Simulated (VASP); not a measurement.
# BP (F-43m) in VASP: single point with r2SCAN

Aim: the single point of BP with r2SCAN.

Program: VASP 6.6.1. These are calculated values, not measurements. Logs are shortened: lines on timing, memory, paths and dates and some standing lists are left out, and cuts for length are marked.

**1. The cell of the first run**

Symmetry: F-43m, No. 216, cubic system. Conventional cell: a = 4.530 Å, b = 4.530 Å, c = 4.530 Å, α = 90.00°, β = 90.00°, γ = 90.00°. B (site symmetry -43m) has 4 P at 1.96 Å within 2.6 Å. P (site symmetry -43m) has 4 B at 1.96 Å within 2.6 Å.

**2. Single point, r2SCAN**

Input file POSCAR:

```
BP
1.0
    0.0000000000      2.2648760000      2.2648760000
    2.2648760000      0.0000000000      2.2648760000
    2.2648760000      2.2648760000      0.0000000000
B P
1 1
Direct
    0.0000000000      0.0000000000      0.0000000000
    0.2500000000      0.2500000000      0.2500000000
```

Input file INCAR.step1:

```
PREC = Accurate
ENCUT = 550
ISMEAR = 1
SIGMA = 0.0181
LREAL = False
LASPH = True
NELM = 120
NBANDS = 11
GGA = PE
ALGO = Normal
EDIFF = 1E-5
LWAVE = True
LCHARG = False
GGA_COMPAT = False
```

Input file INCAR.step2:

```
PREC = Accurate
ENCUT = 550
EDIFF = 1E-6
ISMEAR = 1
SIGMA = 0.0181
LREAL = False
LASPH = True
NELM = 120
ALGO = Normal
ISIF = 2
LWAVE = False
LCHARG = True
METAGGA = R2SCAN
LMIXTAU = True
LELF = True
LVHAR = True
NBANDS = 11
ISTART = 1
GGA_COMPAT = False
```

Input file KPOINTS:

```
Automatic mesh
0
Gamma
  10 10 10
```

Potentials or basis: VASP PAW PBE potentials, release 64 (B, P).

On the command line:

```console
$ cat potpaw_PBE.64/B/POTCAR potpaw_PBE.64/P/POTCAR > POTCAR
$ cp INCAR.step1 INCAR
$ mpirun -np 1 vasp_std > vasp.out
$ cp INCAR.step2 INCAR
$ mpirun -np 1 vasp_std > vasp.out
```

OUTCAR:

```text
PREC = Accurate
   ENCUT = 550
   EDIFF = 1E-6
   ISMEAR = 1
   LREAL = False
   LASPH = True
   NELM = 120
   ISIF = 2
   METAGGA = R2SCAN
   ISTART = 1

 ion  position               nearest neighbor table
   1  0.000  0.000  0.000-   2 1.96   2 1.96   2 1.96   2 1.96
   2  0.250  0.250  0.250-   1 1.96   1 1.96   1 1.96   1 1.96

  LATTYP: Found a face centered cubic cell.
 ALAT       =     4.5297520000

  Lattice vectors:

 A1 = (   0.0000000000,   2.2648760000,   2.2648760000)
 A2 = (   2.2648760000,   0.0000000000,   2.2648760000)
 A3 = (   2.2648760000,   2.2648760000,   0.0000000000)

Analysis of symmetry for initial positions (statically):
=====================================================================
 Subroutine PRICEL returns:
 Original cell was already a primitive cell.

 Routine SETGRP: Setting up the symmetry group for a
 face centered cubic supercell.

 Subroutine GETGRP returns: Found 24 space group operations
 (whereof 24 operations were pure point group operations)
 out of a pool of 48 trial point group operations.

The static configuration has the point symmetry T_d .

Analysis of symmetry for dynamics (positions and initial velocities):
=====================================================================
 Subroutine PRICEL returns:
 Original cell was already a primitive cell.

 Routine SETGRP: Setting up the symmetry group for a
 face centered cubic supercell.

 Subroutine GETGRP returns: Found 24 space group operations
 (whereof 24 operations were pure point group operations)
 out of a pool of 48 trial point group operations.

The dynamic configuration has the point symmetry T_d .

 Subroutine INISYM returns: Found 24 space group operations
 (whereof 24 operations are pure point group operations),
 and found     1 'primitive' translations

----------------------------------------------------------------------------------------

                                     Primitive cell

  volume of cell :      23.2361

  direct lattice vectors                    reciprocal lattice vectors
     0.000000000  2.264876000  2.264876000    -0.220762638  0.220762638  0.220762638
     2.264876000  0.000000000  2.264876000     0.220762638 -0.220762638  0.220762638
     2.264876000  2.264876000  0.000000000     0.220762638  0.220762638 -0.220762638

  length of vectors
     3.203018356  3.203018356  3.203018356     0.382372105  0.382372105  0.382372105

  position of ions in fractional coordinates (direct lattice)
     0.000000000  0.000000000  0.000000000
     0.250000000  0.250000000  0.250000000

  ion indices of the primitive-cell ions
   primitive index   ion index
                 1           1
                 2           2

----------------------------------------------------------------------------------------

 KPOINTS: Automatic mesh

Automatic generation of k-mesh.
 Grid dimensions read from file:
 generate k-points for:   10   10   10

 Generating k-lattice:

  Cartesian coordinates                     Fractional coordinates (reciprocal lattice)
    -0.022076264  0.022076264  0.022076264     0.100000000  0.000000000  0.000000000
     0.022076264 -0.022076264  0.022076264     0.000000000  0.100000000  0.000000000
     0.022076264  0.022076264 -0.022076264     0.000000000  0.000000000  0.100000000

  Length of vectors
     0.038237211  0.038237211  0.038237211

  Shift w.r.t. Gamma in fractional coordinates (k-lattice)
     0.000000000  0.000000000  0.000000000

 Subroutine IBZKPT returns following result:
 ===========================================

 Found     47 irreducible k-points:

 Following reciprocal coordinates:
            Coordinates               Weight
  0.000000  0.000000  0.000000      1.000000
  0.100000  0.000000  0.000000      8.000000
  0.200000  0.000000  0.000000      8.000000
  0.300000  0.000000  0.000000      8.000000
  0.400000  0.000000  0.000000      8.000000
  0.500000  0.000000  0.000000      4.000000
[... 16 lines left out ...]
  0.300000  0.300000  0.000000      6.000000
  0.400000  0.300000  0.000000     24.000000
 [... further k-points ...]
   k-points           NKPTS =     47   k-points in BZ     NKDIM =     47   number of bands    NBANDS=     11
   number of dos      NEDOS =    301   number of ions     NIONS =      2
   total plane-waves  NPLWV =  13824
   dimension x,y,z NGX =    24 NGY =   24 NGZ =   24
   dimension x,y,z NGXF=    48 NGYF=   48 NGZF=   48
   ions per type =               1   1
   NGX,Y,Z   is equivalent  to a cutoff of  12.46, 12.46, 12.46 a.u.
   NGXF,Y,Z  is equivalent  to a cutoff of  24.91, 24.91, 24.91 a.u.
 SYSTEM =  unknown system
   PREC   = accura    normal or accurate (medium, high low for compatibility)
   ISTART =      1    job   : 0-new  1-cont  2-samecut
   ICHARG =      0    charge: 1-file 2-atom 10-const
   ISPIN  =      1    spin polarized calculation?
   LNONCOLLINEAR =      F non collinear calculations
   LSORBIT =      F    spin-orbit coupling
   LASPH  =      T    aspherical Exc in radial PAW
   ENCUT  =  550.0 eV  40.42 Ry    6.36 a.u.   6.12  6.12  6.12*2*pi/ulx,y,z
   NELM   =    120;   NELMIN=  2; NELMDL=  0     # of ELM steps
   EDIFF  = 0.1E-05   stopping-criterion for ELM
   LREAL  =      F    real-space projection
   EDIFFG = 0.1E-04   stopping-criterion for IOM
   NSW    =      0    number of steps for IOM
   IBRION =     -1    ionic relax: 0-MD 1-quasi-New 2-CG
   NFREE  =      0    steps in history (QN), initial steepest desc. (CG)
   ISIF   =      2    stress and relaxation
   ISYM   =      2    0-nonsym 1-usesym 2-fastsym
   POTIM  = 0.5000    time-step for ionic-motion
   TEBEG  =    0.0;   TEEND  =   0.0 temperature during run
   PSTRESS=    0.0 pullay stress
   NELECT =       8.0000    total number of electrons
   NUPDOWN=      -1.0000    fix difference up-down
   EMIN   =  10.00;   EMAX   =-10.00  energy-range for DOS
   EFERMI =   0.00;   METHOD = LEGACY
   ISMEAR =     1;   SIGMA  =   0.02  broadening in eV -4-tet -1-fermi 0-gaus
   EFERMI_NEDOS =   21; number of points for ismear=-14 and -15
   IALGO  =     38    algorithm
   IMIX   =      4    mixing-type and parameters
     AMIX     =   0.40;   BMIX     =  1.00
     AMIX_MAG =   1.60;   BMIX_MAG =  1.00
  volume/ion in A,a.u.               =      11.62        78.40
  Fermi-wavevector in a.u.,A,eV,Ry     =   1.147406  2.168283 17.912617  1.316540
  Thomas-Fermi vector in A             =   2.284086
   LORBIT       =      0    0 simple, 1 ext, 2 COOP (PROOUT), +10 PAW based schemes
   METAGGA = R2SCAN    functional components
   LHFCALC =     F    Hartree Fock is set to
   AEXX    =    0.0000 exact exchange contribution
   IVDW    =     0    specifies the selected vdW correction
   LEPSILON=     F    determine dielectric tensor
   LRPA    =     F    only Hartree local field effects (RPA)
 non-spin polarized calculation
 Methfessel and Paxton  Order N= 1 SIGMA  =   0.02
  energy-cutoff  :      550.00
  volume of cell :       23.24
 maximum number of plane-waves:       701
   NGX = 13   NGY = 13   NGZ = 13

 number of electron       8.0000000 magnetization

 Free energy of the ion-electron system (eV)
  ---------------------------------------------------
  ext. energy  EPLUGINS =         0.00000000
  ---------------------------------------------------
  free energy    TOTEN  =       -17.31234850 eV

  energy without entropy =      -17.31234850  energy(sigma->0) =      -17.31234850

 E-fermi :   7.5814     XC(G=0): -11.5256

 val. band max:        7.4537124191   @ k =   0.0000   0.0000   0.0000
 cond. band min:       8.8934603926   @ k =   0.4000   0.4000   0.0000
 fundamental gap:      1.4397479735
 Fermi energy:         7.5814494502

 k-point     1 :       0.0000    0.0000    0.0000
  band No.  band energies     occupation
      1      -8.8557      2.00000
      2       7.4537      2.00000
      3       7.4537      2.00000
      4       7.4537      2.00000
      5      11.1027      0.00000
      6      11.1027      0.00000
      7      11.1027      0.00000
      8      15.5522      0.00000
      9      19.9000      0.00000
     10      20.1163      0.00000
     11      20.1163      0.00000

 k-point     2 :       0.1000    0.0000    0.0000
  band No.  band energies     occupation
      1      -8.6655      2.00000
      2       6.0795      2.00000
      3       7.1407      2.00000
      4       7.1407      2.00000
      5      11.5390      0.00000
      6      11.5390      0.00000
      7      11.5987      0.00000
      8      16.0881      0.00000
      9      19.4389      0.00000
     10      19.4389      0.00000
     11      20.4937      0.00000

 k-point     3 :       0.2000    0.0000    0.0000
  band No.  band energies     occupation
      1      -8.1022      2.00000
      2       3.6077      2.00000
      3       6.5458      2.00000
      4       6.5458      2.00000
      5      11.8579      0.00000
      6      12.3079      0.00000
      7      12.3079      0.00000
      8      17.3209      0.00000
      9      18.8387      0.00000
     10      18.8387      0.00000
     11      21.3550      0.00000

 k-point     4 :       0.3000    0.0000    0.0000
  band No.  band energies     occupation
      1      -7.1969      2.00000
      2       1.1168      2.00000
      3       6.0246      2.00000
      4       6.0246      2.00000
      5      11.7834      0.00000
      6      12.6524      0.00000
      7      12.6524      0.00000
      8      18.2791      0.00000
      9      19.4830      0.00000
     10      19.4830      0.00000
     11      21.5987      0.00000
[... 239 lines left out ...]
 k-point    22 :      -0.2000    0.2000    0.0000
  band No.  band energies     occupation
      1      -6.8884      2.00000
      2       1.9011      2.00000
      3       3.0567      2.00000
      4       6.1292      2.00000
      5      12.3129      0.00000
      6      13.1559      0.00000
      7      14.3085      0.00000
      8      16.4749      0.00000
      9      17.4394      0.00000
     10      22.0466      0.00000
     11      24.3699      0.00000

 k-point    23 :       0.3000    0.3000    0.0000
  band No.  band energies     occupation
      1      -6.6200      2.00000
      2       2.3327      2.00000
      3       4.0366      2.00000
      4       4.0366      2.00000
      5       9.1889      0.00000
      6      11.7030      0.00000
      7      16.9813      0.00000
      8      16.9813      0.00000
      9      21.5247      0.00000
     10      22.5262      0.00000
     11      25.1746      0.00000

 k-point    24 :       0.4000    0.3000    0.0000
  band No.  band energies     occupation
      1      -5.7448      2.00000
      2       0.9192      2.00000
      3       3.1759      2.00000
      4       3.7238      2.00000
      5       9.4914      0.00000
      6      11.4020      0.00000
      7      17.6408      0.00000
      8      17.6541      0.00000
      9      22.5629      0.00000
     10      23.5161      0.00000
     11      25.6824      0.00000

 [... further k-points ...]

------------------------ aborting loop because EDIFF is reached ----------------------------------------

  FORCE on cell =-STRESS in cart. coord.  units (eV):
  Direction    XX          YY          ZZ          XY          YZ          ZX
  --------------------------------------------------------------------------------------
  -------------------------------------------------------------------------------------
  Total        0.0357959      0.0357959      0.0357959      0.0000000      0.0000000     -0.0000000
  in kB        2.4681986      2.4681986      2.4681986      0.0000000      0.0000000     -0.0000000
  external PRESSURE =       2.4681986 kB  Pullay stress =       0.0000000 kB

 VOLUME and BASIS-vectors are now :
 -----------------------------------------------------------------------------
  energy-cutoff  :      550.00
  volume of cell :       23.24
      direct lattice vectors                 reciprocal lattice vectors
     0.000000000  2.264876000  2.264876000    -0.220762638  0.220762638  0.220762638
     2.264876000  0.000000000  2.264876000     0.220762638 -0.220762638  0.220762638
     2.264876000  2.264876000  0.000000000     0.220762638  0.220762638 -0.220762638

 POSITION                                       TOTAL-FORCE (eV/Angst)
 -----------------------------------------------------------------------------------
      0.00000      0.00000      0.00000        -0.000000     -0.000000     -0.000000
      1.13244      1.13244      1.13244         0.000000      0.000000      0.000000
 -----------------------------------------------------------------------------------
    total drift:                                0.000000      0.000000      0.000000

  FREE ENERGIE OF THE ION-ELECTRON SYSTEM (eV)
  ---------------------------------------------------
  free  energy   TOTEN  =       -17.3123485006 eV

  energy  without entropy=      -17.3123485006  energy(sigma->0) =      -17.31234850
```

Run time: 32 s. Hardware: 1 thread of Intel Xeon Platinum 8488C (Sapphire Rapids), shared host; peak memory 0.14 GiB.

Results:

| Item | Value |
| --- | --- |
| Free energy | -17.3123 eV |
| Pressure | 0.2 GPa |
| Band gap on the k mesh | 1.44 eV (least direct gap 3.65 eV) |

Caveat: the PAW data sets were made with another functional, which shifts forces and pressure a little.
